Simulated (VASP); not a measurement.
# Cu3Au4 (Pm-3m) in VASP: notebook, part 2 of 2

VASP 6.6.1. Earlier steps stand in the parts before.

**3. Relaxation of cell and atoms, PBE**

This run uses another cell than the first one, of 18.78 Å³/atom.

The input, INCAR:

```
PREC = Accurate
ENCUT = 600
EDIFF = 1E-7
ISMEAR = 0
SIGMA = 0.1
LREAL = F
LASPH = T
NELM = 120
ALGO = Normal
ISIF = 3
LWAVE = F
LCHARG = F
GGA = PE
IBRION = 2
NSW = 100
EDIFFG = -0.01
GGA_COMPAT = F
NELMIN = 4
```

The input, KPOINTS:

```
Automatic mesh
0
Gamma
  8 8 8
```

The input, POSCAR:

```
Cu3Au4
1.0
    5.0842529099      0.0000000000      0.0000000000
    0.0000000000      5.0842529099      0.0000000000
    0.0000000000      0.0000000000      5.0842529099
Cu Au
3 4
Direct
    0.5000000000      0.5000000000      0.0000000000
    0.0000000000      0.5000000000      0.5000000000
    0.5000000000      0.0000000000      0.5000000000
    0.5000000000      0.5000000000      0.5000000000
    0.5000000000      0.0000000000      0.0000000000
    0.0000000000      0.5000000000      0.0000000000
    0.0000000000      0.0000000000      0.5000000000
```

Potentials or basis: VASP PAW PBE potentials, release 64 (Cu, Au).

Launch:

```sh
$ cat potpaw_PBE.64/Cu/POTCAR potpaw_PBE.64/Au/POTCAR > POTCAR
$ mpirun -np 1 vasp_std > vasp.out
```

OUTCAR:

```text
PREC = Accurate
   ENCUT = 600
   EDIFF = 1E-7
   ISMEAR = 0
   LREAL = F
   LASPH = T
   NELM = 120
   ISIF = 3
   GGA = PE
   IBRION = 2
   NSW = 100
   EDIFFG = -0.01
   NELMIN = 4

 ion  position               nearest neighbor table
   1  0.500  0.500  0.000-   4 2.54   5 2.54   6 2.54   4 2.54   5 2.54   6 2.54
   2  0.000  0.500  0.500-   4 2.54   6 2.54   7 2.54   6 2.54   7 2.54   4 2.54
   3  0.500  0.000  0.500-   4 2.54   5 2.54   7 2.54   5 2.54   4 2.54   7 2.54
   4  0.500  0.500  0.500-   1 2.54   2 2.54   3 2.54   1 2.54   3 2.54   2 2.54   5 3.60   5 3.60
                             6 3.60   6 3.60   5 3.60   7 3.60   5 3.60   7 3.60   6 3.60   7 3.60
   5  0.500  0.000  0.000-   1 2.54   3 2.54   3 2.54   1 2.54   7 3.60   4 3.60   4 3.60   7 3.60
                             6 3.60   4 3.60   6 3.60   4 3.60   6 3.60   7 3.60   7 3.60   6 3.60
   6  0.000  0.500  0.000-   1 2.54   2 2.54   2 2.54   1 2.54   7 3.60   4 3.60   4 3.60   7 3.60
                             5 3.60   7 3.60   7 3.60   5 3.60   4 3.60   5 3.60   4 3.60   5 3.60
   7  0.000  0.000  0.500-   2 2.54   3 2.54   2 2.54   3 2.54   6 3.60   5 3.60   6 3.60   4 3.60
                             4 3.60   6 3.60   6 3.60   5 3.60   4 3.60   5 3.60   5 3.60   4 3.60

  LATTYP: Found a simple cubic cell.
 ALAT       =     5.0842529099

  Lattice vectors:

 A1 = (   5.0842529099,   0.0000000000,   0.0000000000)
 A2 = (   0.0000000000,   5.0842529099,   0.0000000000)
 A3 = (   0.0000000000,   0.0000000000,   5.0842529099)

Analysis of symmetry for initial positions (statically):
=====================================================================
 Subroutine PRICEL returns:
 Original cell was already a primitive cell.

 Routine SETGRP: Setting up the symmetry group for a
 simple cubic supercell.

 Subroutine GETGRP returns: Found 48 space group operations
 (whereof 48 operations were pure point group operations)
 out of a pool of 48 trial point group operations.

The static configuration has the point symmetry O_h .

Analysis of symmetry for dynamics (positions and initial velocities):
=====================================================================
 Subroutine PRICEL returns:
 Original cell was already a primitive cell.

 Routine SETGRP: Setting up the symmetry group for a
 simple cubic supercell.

 Subroutine GETGRP returns: Found 48 space group operations
 (whereof 48 operations were pure point group operations)
 out of a pool of 48 trial point group operations.

The dynamic configuration has the point symmetry O_h .

 Subroutine INISYM returns: Found 48 space group operations
 (whereof 48 operations are pure point group operations),
 and found     1 'primitive' translations

----------------------------------------------------------------------------------------

                                     Primitive cell

  volume of cell :     131.4260

  direct lattice vectors                    reciprocal lattice vectors
     5.084252910  0.000000000  0.000000000     0.196685731  0.000000000  0.000000000
     0.000000000  5.084252910  0.000000000     0.000000000  0.196685731  0.000000000
     0.000000000  0.000000000  5.084252910     0.000000000  0.000000000  0.196685731

  length of vectors
     5.084252910  5.084252910  5.084252910     0.196685731  0.196685731  0.196685731

  position of ions in fractional coordinates (direct lattice)
     0.500000000  0.500000000  0.000000000
     0.000000000  0.500000000  0.500000000
     0.500000000  0.000000000  0.500000000
[... 71 lines left out ...]
   dimension x,y,z NGX =    42 NGY =   42 NGZ =   42
   dimension x,y,z NGXF=    84 NGYF=   84 NGZF=   84
   ions per type =               3   4
   NGX,Y,Z   is equivalent  to a cutoff of  13.73, 13.73, 13.73 a.u.
   NGXF,Y,Z  is equivalent  to a cutoff of  27.47, 27.47, 27.47 a.u.
 SYSTEM =  unknown system
   PREC   = accura    normal or accurate (medium, high low for compatibility)
   ISTART =      0    job   : 0-new  1-cont  2-samecut
   ICHARG =      2    charge: 1-file 2-atom 10-const
   ISPIN  =      1    spin polarized calculation?
   LNONCOLLINEAR =      F non collinear calculations
   LSORBIT =      F    spin-orbit coupling
   LASPH  =      T    aspherical Exc in radial PAW
   ENCUT  =  600.0 eV  44.10 Ry    6.64 a.u.  10.15 10.15 10.15*2*pi/ulx,y,z
   NELM   =    120;   NELMIN=  4; NELMDL= -5     # of ELM steps
   EDIFF  = 0.1E-06   stopping-criterion for ELM
   LREAL  =      F    real-space projection
   EDIFFG = -.1E-01   stopping-criterion for IOM
   NSW    =    100    number of steps for IOM
   IBRION =      2    ionic relax: 0-MD 1-quasi-New 2-CG
   NFREE  =      1    steps in history (QN), initial steepest desc. (CG)
   ISIF   =      3    stress and relaxation
   ISYM   =      2    0-nonsym 1-usesym 2-fastsym
   POTIM  = 0.5000    time-step for ionic-motion
   TEBEG  =    0.0;   TEEND  =   0.0 temperature during run
   PSTRESS=    0.0 pullay stress
   NELECT =      77.0000    total number of electrons
   NUPDOWN=      -1.0000    fix difference up-down
   EMIN   =  10.00;   EMAX   =-10.00  energy-range for DOS
   EFERMI =   0.00;   METHOD = LEGACY
   ISMEAR =     0;   SIGMA  =   0.10  broadening in eV -4-tet -1-fermi 0-gaus
   EFERMI_NEDOS =   21; number of points for ismear=-14 and -15
   IALGO  =     38    algorithm
   IMIX   =      4    mixing-type and parameters
     AMIX     =   0.40;   BMIX     =  1.00
     AMIX_MAG =   1.60;   BMIX_MAG =  1.00
  volume/ion in A,a.u.               =      18.78       126.70
  Fermi-wavevector in a.u.,A,eV,Ry     =   1.369865  2.588670 25.531761  1.876531
  Thomas-Fermi vector in A             =   2.495703
   LORBIT       =      0    0 simple, 1 ext, 2 COOP (PROOUT), +10 PAW based schemes
   GGA     = PE    functional components
   LHFCALC =     F    Hartree Fock is set to
   AEXX    =    0.0000 exact exchange contribution
   IVDW    =     0    specifies the selected vdW correction
   LEPSILON=     F    determine dielectric tensor
   LRPA    =     F    only Hartree local field effects (RPA)
 conjugate gradient relaxation of ions
 non-spin polarized calculation
 Gauss-broadening in eV      SIGMA  =   0.10
  energy-cutoff  :      600.00
  volume of cell :      131.43
 maximum number of plane-waves:      4428
 NGX is ok and might be reduce to    42
   NGX = 21   NGY = 21   NGZ = 21

--------------------------------------- Ionic step        1  -------------------------------------------

 number of electron      76.9999984 magnetization

 Free energy of the ion-electron system (eV)
  ---------------------------------------------------
  ext. energy  EPLUGINS =         0.00000000
  ---------------------------------------------------
  free energy    TOTEN  =       -21.64857102 eV

  energy without entropy =      -21.63636564  energy(sigma->0) =      -21.64246833

------------------------ aborting loop because EDIFF is reached ----------------------------------------

  FORCE on cell =-STRESS in cart. coord.  units (eV):
  Direction    XX          YY          ZZ          XY          YZ          ZX
  --------------------------------------------------------------------------------------
  -------------------------------------------------------------------------------------
  Total        0.2507817      0.2507817      0.2507817     -0.0000000      0.0000000     -0.0000000
  in kB        3.0572077      3.0572077      3.0572077     -0.0000000      0.0000000     -0.0000000
  external PRESSURE =       3.0572077 kB  Pullay stress =       0.0000000 kB
[... 69 lines left out ...]
--------------------------------------- Ionic step        3  -------------------------------------------

 number of electron      76.9999982 magnetization

 Free energy of the ion-electron system (eV)
  ---------------------------------------------------
  ext. energy  EPLUGINS =         0.00000000
  ---------------------------------------------------
  free energy    TOTEN  =       -21.64897232 eV

  energy without entropy =      -21.63680208  energy(sigma->0) =      -21.64288720

 E-fermi :   5.3251     XC(G=0): -11.1558

 val. band max:        5.2982622992   @ k =   0.3750   0.3750   0.2500
 cond. band min:       5.3263704087   @ k =   0.2500   0.1250   0.1250
 fundamental gap:      0.0281081095
 Fermi energy:         5.3251353526

 k-point     1 :       0.0000    0.0000    0.0000
  band No.  band energies     occupation
      1      -2.3191      2.00000
      2      -0.2655      2.00000
      3      -0.2655      2.00000
      4       0.3636      2.00000
      5       0.3636      2.00000
      6       0.3636      2.00000
[... 1165 lines left out ...]
     45      10.8953      0.00000
     46      11.7569      0.00000

 [... further k-points ...]

------------------------ aborting loop because EDIFF is reached ----------------------------------------

  FORCE on cell =-STRESS in cart. coord.  units (eV):
  Direction    XX          YY          ZZ          XY          YZ          ZX
  --------------------------------------------------------------------------------------
  -------------------------------------------------------------------------------------
  Total        0.0094632      0.0094632      0.0094632      0.0000000      0.0000000     -0.0000000
  in kB        0.1149844      0.1149844      0.1149844      0.0000000      0.0000000     -0.0000000
  external PRESSURE =       0.1149844 kB  Pullay stress =       0.0000000 kB
[... 22 lines left out ...]
  FREE ENERGIE OF THE ION-ELECTRON SYSTEM (eV)
  ---------------------------------------------------
  free  energy   TOTEN  =       -21.6489723236 eV

  energy  without entropy=      -21.6368020839  energy(sigma->0) =      -21.64288720

 reached required accuracy - stopping structural energy minimisation
```

It took 6.6 min on 1 thread of Intel Xeon Platinum 8559C (Emerald Rapids), shared host; peak memory 0.4 GiB.

Results:

```yaml
Free_energy: -21.6490 eV
Relaxed_volume: 18.84 Å³/atom
Relaxed_cell: a = 5.090 Å, b = 5.090 Å, c = 5.090 Å, α = 90.00°, β = 90.00°, γ = 90.00°
Space_group_after_relaxing_to_0.1_Å: Pm-3m (No. 221)
Energy_gained_by_relaxing: 0.1 meV/atom
Ionic_steps: 3
Pressure_after_relaxing: 0.0 GPa
Band_gap_on_the_k_mesh: zero (an odd number of electrons rules out a gap without spin polarisation)
```

Step by step:
| step | energy change (eV) | largest force (eV/Å) | pressure (GPa) | volume (Å³) |
| --- | --- | --- | --- | --- |
| 1 | 0.0000 | 0.0000 | 0.31 | 131.43 |
| 2 | -0.0003 | 0.0000 | -0.16 | 132.11 |
| 3 | -0.0004 | 0.0000 | 0.01 | 131.86 |

Final structure:
```
Cu Au
1.0
     5.08982    0.00000    0.00000
     0.00000    5.08982    0.00000
     0.00000    0.00000    5.08982
Cu Au
3 4
Direct
  0.50000 0.50000 0.00000
  0.00000 0.50000 0.50000
  0.50000 0.00000 0.50000
  0.50000 0.50000 0.50000
  0.50000 0.00000 0.00000
  0.00000 0.50000 0.00000
  0.00000 0.00000 0.50000
```

Caveat: spin-orbit coupling is left out, which moves the levels of the heavy elements.
